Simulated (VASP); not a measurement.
# KBr in VASP: further runs

KBr is run at these levels: PBE, HSE06; tasks: single point.

Program: VASP 6.6.1. These are calculated values, not measurements. Logs are shortened: lines on timing, memory, paths and dates and some standing lists are left out, and cuts for length are marked.

## Step 1: The cell of the first run

It takes space group P4/mmm (No. 123, tetragonal). The conventional cell has a = 3.863 Å, b = 3.863 Å, c = 3.976 Å, α = 90.00°, β = 90.00°, γ = 90.00°. K (site symmetry 4/mmm) has 8 Br at 3.38 Å and 6 K at 3.86 to 3.98 Å within 4.4 Å. Within 4.4 Å of Br (site symmetry 4/mmm) lie 8 K at 3.38 Å and 6 Br at 3.86 to 3.98 Å.

## Step 2: Single point, PBE (biaxial xy strain -2.9%)

The input, INCAR:

```
SYSTEM = KBr
  ALGO = Normal
  EDIFF = 1E-6
  ENCUT = 520
  GGA = PE
  ISIF = 2
  ISMEAR = -1
  LASPH = .TRUE.
  LCHARG = .TRUE.
  LELF = .TRUE.
  LREAL = .FALSE.
  LVHAR = .TRUE.
  LWAVE = .FALSE.
  NBANDS = 15
  NELM = 60
  PREC = Accurate
  SIGMA = 0.02
```

The input, KPOINTS:

```
k-points
0
G
  6 6 6
  0 0 0
```

The input, POSCAR:

```
KBr
1.0
    3.8625344111      0.0000000000      0.0000000000
    0.0000000000      3.8625344111      0.0000000000
    0.0000000000      0.0000000000      3.9762553130
K Br
1 1
Direct
    0.0000000000      0.0000000000      0.0000000000
    0.5000000000      0.5000000000      0.5000000000
```

Potentials or basis: VASP PAW PBE potentials, release 64 (K_sv, Br).

Run with:

```sh
cat potpaw_PBE.64/K_sv/POTCAR potpaw_PBE.64/Br/POTCAR > POTCAR
mpirun -np 1 vasp_std > vasp.out
```

OUTCAR:

```text
SYSTEM = KBr
   EDIFF = 1E-6
   ENCUT = 520
   GGA = PE
   ISIF = 2
   ISMEAR = -1
   LASPH = .TRUE.
   LREAL = .FALSE.
   NELM = 60
   PREC = Accurate

 ion  position               nearest neighbor table
   1  0.000  0.000  0.000-
   2  0.500  0.500  0.500-

  LATTYP: Found a simple tetragonal cell.
 ALAT       =     3.8625344111
 C/A-ratio  =     1.0294420424

  Lattice vectors:

 A1 = (   3.8625344111,   0.0000000000,   0.0000000000)
 A2 = (   0.0000000000,   3.8625344111,   0.0000000000)
 A3 = (   0.0000000000,   0.0000000000,   3.9762553130)

Analysis of symmetry for initial positions (statically):
=====================================================================
 Subroutine PRICEL returns:
 Original cell was already a primitive cell.

 Routine SETGRP: Setting up the symmetry group for a
 simple tetragonal supercell.

 Subroutine GETGRP returns: Found 16 space group operations
 (whereof 16 operations were pure point group operations)
 out of a pool of 16 trial point group operations.

The static configuration has the point symmetry D_4h.

Analysis of symmetry for dynamics (positions and initial velocities):
=====================================================================
 Subroutine PRICEL returns:
 Original cell was already a primitive cell.

 Routine SETGRP: Setting up the symmetry group for a
 simple tetragonal supercell.

 Subroutine GETGRP returns: Found 16 space group operations
 (whereof 16 operations were pure point group operations)
 out of a pool of 16 trial point group operations.

The dynamic configuration has the point symmetry D_4h.

 Subroutine INISYM returns: Found 16 space group operations
 (whereof 16 operations are pure point group operations),
 and found     1 'primitive' translations

----------------------------------------------------------------------------------------

                                     Primitive cell

  volume of cell :      59.3224

  direct lattice vectors                    reciprocal lattice vectors
     3.862534411  0.000000000  0.000000000     0.258897370  0.000000000  0.000000000
     0.000000000  3.862534411  0.000000000     0.000000000  0.258897370  0.000000000
     0.000000000  0.000000000  3.976255313     0.000000000  0.000000000  0.251492905

  length of vectors
     3.862534411  3.862534411  3.976255313     0.258897370  0.258897370  0.251492905

  position of ions in fractional coordinates (direct lattice)
     0.000000000  0.000000000  0.000000000
     0.500000000  0.500000000  0.500000000

  ion indices of the primitive-cell ions
   primitive index   ion index
                 1           1
                 2           2

----------------------------------------------------------------------------------------

 KPOINTS: k-points

Automatic generation of k-mesh.
 Grid dimensions read from file:
 generate k-points for:    6    6    6

 Generating k-lattice:

  Cartesian coordinates                     Fractional coordinates (reciprocal lattice)
     0.043149562  0.000000000  0.000000000     0.166666667  0.000000000  0.000000000
     0.000000000  0.043149562  0.000000000     0.000000000  0.166666667  0.000000000
     0.000000000  0.000000000  0.041915484     0.000000000  0.000000000  0.166666667

  Length of vectors
     0.043149562  0.043149562  0.041915484

  Shift w.r.t. Gamma in fractional coordinates (k-lattice)
     0.000000000  0.000000000  0.000000000

 Subroutine IBZKPT returns following result:
 ===========================================

 Found     40 irreducible k-points:

 Following reciprocal coordinates:
            Coordinates               Weight
  0.000000  0.000000  0.000000      1.000000
  0.166667  0.000000  0.000000      4.000000
  0.333333  0.000000  0.000000      4.000000
  0.500000  0.000000  0.000000      2.000000
  0.166667  0.166667  0.000000      4.000000
  0.333333  0.166667  0.000000      8.000000
[... 16 lines left out ...]
  0.333333  0.000000  0.333333      8.000000
  0.500000  0.000000  0.333333      4.000000
 [... further k-points ...]
   k-points           NKPTS =     40   k-points in BZ     NKDIM =     40   number of bands    NBANDS=     15
   number of dos      NEDOS =    301   number of ions     NIONS =      2
   total plane-waves  NPLWV =  27000
   dimension x,y,z NGX =    30 NGY =   30 NGZ =   30
   dimension x,y,z NGXF=    60 NGYF=   60 NGZF=   60
   ions per type =               1   1
   NGX,Y,Z   is equivalent  to a cutoff of  12.91, 12.91, 12.54 a.u.
   NGXF,Y,Z  is equivalent  to a cutoff of  25.82, 25.82, 25.09 a.u.
 SYSTEM =  KBr
   PREC   = accura    normal or accurate (medium, high low for compatibility)
   ISTART =      0    job   : 0-new  1-cont  2-samecut
   ICHARG =      2    charge: 1-file 2-atom 10-const
   ISPIN  =      1    spin polarized calculation?
   LNONCOLLINEAR =      F non collinear calculations
   LSORBIT =      F    spin-orbit coupling
   LASPH  =      T    aspherical Exc in radial PAW
   ENCUT  =  520.0 eV  38.22 Ry    6.18 a.u.   7.18  7.18  7.39*2*pi/ulx,y,z
   NELM   =     60;   NELMIN=  2; NELMDL= -5     # of ELM steps
   EDIFF  = 0.1E-05   stopping-criterion for ELM
   LREAL  =      F    real-space projection
   EDIFFG = 0.1E-04   stopping-criterion for IOM
   NSW    =      0    number of steps for IOM
   IBRION =     -1    ionic relax: 0-MD 1-quasi-New 2-CG
   NFREE  =      0    steps in history (QN), initial steepest desc. (CG)
   ISIF   =      2    stress and relaxation
   ISYM   =      2    0-nonsym 1-usesym 2-fastsym
   POTIM  = 0.5000    time-step for ionic-motion
   TEBEG  =    0.0;   TEEND  =   0.0 temperature during run
   PSTRESS=    0.0 pullay stress
   NELECT =      16.0000    total number of electrons
   NUPDOWN=      -1.0000    fix difference up-down
   EMIN   =  10.00;   EMAX   =-10.00  energy-range for DOS
   EFERMI =   0.00;   METHOD = LEGACY
   ISMEAR =    -1;   SIGMA  =   0.02  broadening in eV -4-tet -1-fermi 0-gaus
   EFERMI_NEDOS =   21; number of points for ismear=-14 and -15
   IALGO  =     38    algorithm
   IMIX   =      4    mixing-type and parameters
     AMIX     =   0.40;   BMIX     =  1.00
     AMIX_MAG =   1.60;   BMIX_MAG =  1.00
  volume/ion in A,a.u.               =      29.66       200.16
  Fermi-wavevector in a.u.,A,eV,Ry     =   1.057731  1.998821 15.222123  1.118795
  Thomas-Fermi vector in A             =   2.193014
   LORBIT       =      0    0 simple, 1 ext, 2 COOP (PROOUT), +10 PAW based schemes
   GGA     = PE    functional components
   LHFCALC =     F    Hartree Fock is set to
   AEXX    =    0.0000 exact exchange contribution
   IVDW    =     0    specifies the selected vdW correction
   LEPSILON=     F    determine dielectric tensor
   LRPA    =     F    only Hartree local field effects (RPA)
 non-spin polarized calculation
  energy-cutoff  :      520.00
  volume of cell :       59.32
 maximum number of plane-waves:      1620
 NGX is ok and might be reduce to    30
   NGX = 15   NGY = 15   NGZ = 15

 number of electron      16.0000001 magnetization

 Free energy of the ion-electron system (eV)
  ---------------------------------------------------
  ext. energy  EPLUGINS =         0.00000000
  ---------------------------------------------------
  free energy    TOTEN  =        -6.03235509 eV

  energy without entropy =       -6.03235509  energy(sigma->0) =       -6.03235509

 E-fermi :   0.3919     XC(G=0):  -8.2864

 val. band max:       -0.1353758915   @ k =   0.5000   0.0000   0.5000
 cond. band min:       4.0217369392   @ k =   0.0000   0.0000   0.0000
 fundamental gap:      4.1571128308
 Fermi energy:         0.3918940245

 k-point     1 :       0.0000    0.0000    0.0000
  band No.  band energies     occupation
      1     -28.7284      2.00000
      2     -13.2050      2.00000
      3     -12.1499      2.00000
      4     -12.1390      2.00000
      5     -12.1390      2.00000
      6      -0.6127      2.00000
      7      -0.4207      2.00000
      8      -0.4207      2.00000
      9       4.0217      0.00000
     10       5.4544      0.00000
     11       5.5734      0.00000
     12       9.6195      0.00000
     13       9.6195      0.00000
     14       9.8204      0.00000
     15      12.3373      0.00000

 k-point     2 :       0.1667    0.0000    0.0000
  band No.  band energies     occupation
      1     -28.7239      2.00000
      2     -13.2484      2.00000
      3     -12.1416      2.00000
      4     -12.1314      2.00000
      5     -12.0913      2.00000
      6      -1.0920      2.00000
      7      -0.6106      2.00000
      8      -0.4139      2.00000
      9       4.6739      0.00000
     10       5.7253      0.00000
     11       6.2659      0.00000
     12       9.5269      0.00000
     13       9.7058      0.00000
     14       9.7541      0.00000
     15      11.4974      0.00000

 k-point     3 :       0.3333    0.0000    0.0000
  band No.  band energies     occupation
      1     -28.7147      2.00000
      2     -13.3366      2.00000
      3     -12.1249      2.00000
      4     -12.1161      2.00000
      5     -11.9872      2.00000
      6      -2.0795      2.00000
      7      -0.6077      2.00000
      8      -0.4013      2.00000
      9       5.8735      0.00000
     10       6.3981      0.00000
     11       7.6440      0.00000
     12       9.5221      0.00000
     13       9.6359      0.00000
     14       9.7547      0.00000
     15      10.0687      0.00000
[... 343 lines left out ...]
 k-point    23 :       0.3333    0.0000    0.3333
  band No.  band energies     occupation
      1     -28.7054      2.00000
      2     -13.1448      2.00000
      3     -12.2942      2.00000
      4     -12.1016      2.00000
      5     -12.0770      2.00000
      6      -1.7985      2.00000
      7      -1.5513      2.00000
      8      -0.2640      2.00000
      9       5.8225      0.00000
     10       6.5945      0.00000
     11       8.3359      0.00000
     12       8.7692      0.00000
     13       8.9729      0.00000
     14       9.4073      0.00000
     15      10.9882      0.00000

 k-point    24 :       0.5000    0.0000    0.3333
  band No.  band energies     occupation
      1     -28.7011      2.00000
      2     -13.0664      2.00000
      3     -12.2682      2.00000
      4     -12.2044      2.00000
      5     -12.0953      2.00000
      6      -2.0141      2.00000
      7      -1.5080      2.00000
      8      -0.2042      2.00000
      9       5.4974      0.00000
     10       6.6235      0.00000
     11       8.3175      0.00000
     12       8.3360      0.00000
     13       9.2260      0.00000
     14      10.1857      0.00000
     15      11.1968      0.00000

 [... further k-points ...]
[... 5 lines left out ...]
  --------------------------------------------------------------------------------------
  -------------------------------------------------------------------------------------
  Total        0.9561308      0.9561308      0.5174705      0.0000000      0.0000000      0.0000000
  in kB       25.8231301     25.8231301     13.9758172      0.0000000      0.0000000      0.0000000
  external PRESSURE =      21.8740258 kB  Pullay stress =       0.0000000 kB

 VOLUME and BASIS-vectors are now :
 -----------------------------------------------------------------------------
  energy-cutoff  :      520.00
  volume of cell :       59.32
      direct lattice vectors                 reciprocal lattice vectors
     3.862534411  0.000000000  0.000000000     0.258897370  0.000000000  0.000000000
     0.000000000  3.862534411  0.000000000     0.000000000  0.258897370  0.000000000
     0.000000000  0.000000000  3.976255313     0.000000000  0.000000000  0.251492905

 POSITION                                       TOTAL-FORCE (eV/Angst)
 -----------------------------------------------------------------------------------
      0.00000      0.00000      0.00000         0.000000      0.000000      0.000000
      1.93127      1.93127      1.98813         0.000000      0.000000      0.000000
 -----------------------------------------------------------------------------------
    total drift:                                0.000000      0.000000     -0.000000

  FREE ENERGIE OF THE ION-ELECTRON SYSTEM (eV)
  ---------------------------------------------------
  free  energy   TOTEN  =        -6.0323550875 eV

  energy  without entropy=       -6.0323550875  energy(sigma->0) =       -6.03235509
```

It took 48 s on 1 thread of Intel Xeon 8259CL, shared host; peak memory 0.19 GiB.

Results:

```yaml
Free_energy: -6.0324 eV
Pressure: 2.2 GPa
Band_gap_on_the_k_mesh: 4.16 eV (least direct gap 4.44 eV)
```

Stress tensor (GPa, compression positive):
```
2.58 0.00 0.00
0.00 2.58 0.00
0.00 0.00 1.40
```

Caveat: the cell differs from its parent crystal (biaxial xy strain -2.9%).

## Step 3: Single point, HSE06 (strain -0.3%)

The input, POSCAR:

```
KBr
1.0
    3.9627360450      0.0000000000      0.0000000000
    0.0000000000      3.9627360450      0.0000000000
    0.0000000000      0.0000000000      3.9627360450
K Br
1 1
Direct
    0.0000000000      0.0000000000      0.0000000000
    0.5000000000      0.5000000000      0.5000000000
```

The input, INCAR.step1:

```
PREC = Accurate ; ENCUT = 520
EDIFF = 1E-5 ; ISMEAR = 0
SIGMA = 0.01 ; LREAL = F
LASPH = T ; NELM = 80
ALGO = Normal ; ISIF = 2
LWAVE = T ; LCHARG = F
NBANDS = 15 ; GGA = PE
```

The input, INCAR.step2:

```
PREC = Accurate ; ENCUT = 520
EDIFF = 1E-7 ; ISMEAR = 0
SIGMA = 0.01 ; LREAL = F
LASPH = T ; NELM = 80
ALGO = Normal ; ISIF = 2
LWAVE = F ; LCHARG = F
GGA = PE ; LHFCALC = T
HFSCREEN = 0.2079 ; PRECFOCK = Normal
NBANDS = 15 ; ISTART = 1
```

The input, KPOINTS:

```
regular mesh
0
Gamma
  4 4 4
```

Potentials or basis: VASP PAW PBE potentials, release 64 (K_sv, Br).

Run with:

```sh
cat potpaw_PBE.64/K_sv/POTCAR potpaw_PBE.64/Br/POTCAR > POTCAR
cp INCAR.step1 INCAR
mpirun -np 1 vasp_std > vasp.out
cp INCAR.step2 INCAR
mpirun -np 1 vasp_std > vasp.out
```

It took 14 min on 1 thread of Intel Xeon 8259CL, shared host; peak memory 0.28 GiB.

The run converged. Its results:

| Property | Result |
| --- | --- |
| Free energy | -7.0205 eV |
| Pressure | 0.7 GPa |
| Band gap on the k mesh | 5.23 eV (least direct gap 5.53 eV) |

Levels at points of the mesh, in eV from the valence-band top:
| k point | band 5 | band 6 | band 7 | band 8 | band 9 | band 10 | band 11 | band 12 |
| --- | --- | --- | --- | --- | --- | --- | --- | --- |
| (0.00, 0.00, 0.00) | -12.90 | -0.30 | -0.30 | -0.30 | 5.23 | 7.03 | 7.03 | 11.46 |
| (0.50, 0.00, 0.00) | -12.68 | -2.26 | -0.27 | -0.27 | 7.93 | 8.61 | 9.36 | 10.14 |
| (0.50, 0.50, 0.00) | -12.86 | -1.62 | -1.62 | 0.00 | 6.42 | 7.88 | 9.54 | 9.54 |
| (0.50, 0.50, 0.50) | -13.03 | -1.68 | -1.68 | -1.68 | 8.73 | 8.73 | 8.73 | 11.29 |

Caveat: the cell differs from its parent crystal (strain -0.3%); the PAW data sets were made with another functional, which shifts forces and pressure a little. A k mesh can miss the band edges.

## Step 4: Single point, HSE06 (biaxial xy strain -2.9%)

The input, POSCAR:

```
KBr
1.0
    3.8625344111      0.0000000000      0.0000000000
    0.0000000000      3.8625344111      0.0000000000
    0.0000000000      0.0000000000      3.9762553130
K Br
1 1
Direct
    0.0000000000      0.0000000000      0.0000000000
    0.5000000000      0.5000000000      0.5000000000
```

Changes to INCAR.step1 since step 3:

```diff
@@ -6,2 +6,2 @@
 LWAVE = T ; LCHARG = F
-NBANDS = 15 ; GGA = PE
+GGA = PE ; NBANDS = 15
```

The input, INCAR.step2:

```
PREC = Accurate ; ENCUT = 520
EDIFF = 1E-6 ; ISMEAR = 0
SIGMA = 0.01 ; LREAL = F
LASPH = T ; NELM = 80
ALGO = Normal ; ISIF = 2
LWAVE = F ; LCHARG = F
GGA = PE ; LHFCALC = T
HFSCREEN = 0.2079 ; PRECFOCK = Normal
ISTART = 1 ; NBANDS = 15
```

KPOINTS is that of step 3.

Run with:

```sh
cat potpaw_PBE.64/K_sv/POTCAR potpaw_PBE.64/Br/POTCAR > POTCAR
cp INCAR.step1 INCAR
mpirun -np 1 vasp_std > vasp.out
cp INCAR.step2 INCAR
mpirun -np 1 vasp_std > vasp.out
```

It took 21 min on 1 thread of Intel Xeon 8259CL, shared host; peak memory 0.3 GiB.

It converged, with:

| Quantity | Value |
| --- | --- |
| Free energy | -6.9933 eV |
| Pressure | 1.8 GPa |
| Band gap on the k mesh | 5.34 eV (least direct gap 5.65 eV) |

Stress tensor (GPa, compression positive):
```
2.21 0.00 0.00
0.00 2.21 0.00
0.00 0.00 0.97
```

Levels at points of the mesh, in eV from the valence-band top:
```
           k point  band 6  band 7  band 8  band 9  band 10  band 11
(0.00, 0.00, 0.00)   -0.51   -0.31   -0.31    5.34     6.83     6.97
(0.50, 0.00, 0.00)   -2.50   -0.49   -0.27    8.07     8.56     9.67
(0.50, 0.50, 0.00)   -1.79   -1.79   -0.16    6.41     7.70     9.31
(0.00, 0.00, 0.50)   -2.47   -0.31   -0.31    8.08     8.51     9.47
(0.50, 0.00, 0.50)   -1.84   -1.74    0.00    6.35     7.95     9.56
(0.50, 0.50, 0.50)   -1.91   -1.91   -1.83    8.72     8.82     8.82
```

Caveat: the cell differs from its parent crystal (biaxial xy strain -2.9%); the PAW data sets were made with another functional, which shifts forces and pressure a little. A k mesh can miss the band edges.

## Step 5: Summary

| level | cell | k mesh | smearing | grid for exact exchange (PRECFOCK) | share of exact exchange | screening parameter | gap on the mesh (eV) | pressure (GPa) |
| --- | --- | --- | --- | --- | --- | --- | --- | --- |
| PBE | a = 3.863, b = 3.863, c = 3.976 Å, 2 atoms | 6 × 6 × 6 | fermi-dirac 0.02 eV | - | - | - | 4.16 | 2.2 |
| HSE06 | a = 3.963 Å, 2 atoms | 4 × 4 × 4 | gaussian 0.01 eV | Normal | 0.25 | 0.2079 1/Å | 5.23 | 0.7 |
| HSE06 | a = 3.863, b = 3.863, c = 3.976 Å, 2 atoms | 4 × 4 × 4 | gaussian 0.01 eV | Normal | 0.25 | 0.2079 1/Å | 5.34 | 1.8 |

Alike in all rows: task single point; potentials or basis VASP PAW PBE potentials, release 64 (K_sv, Br); no spin polarisation; cutoff (eV) 520.

Caveats: the PAW data sets were made with another functional, which shifts forces and pressure a little (at least some runs).

Absolute energies hang on the potentials; compare differences alone.
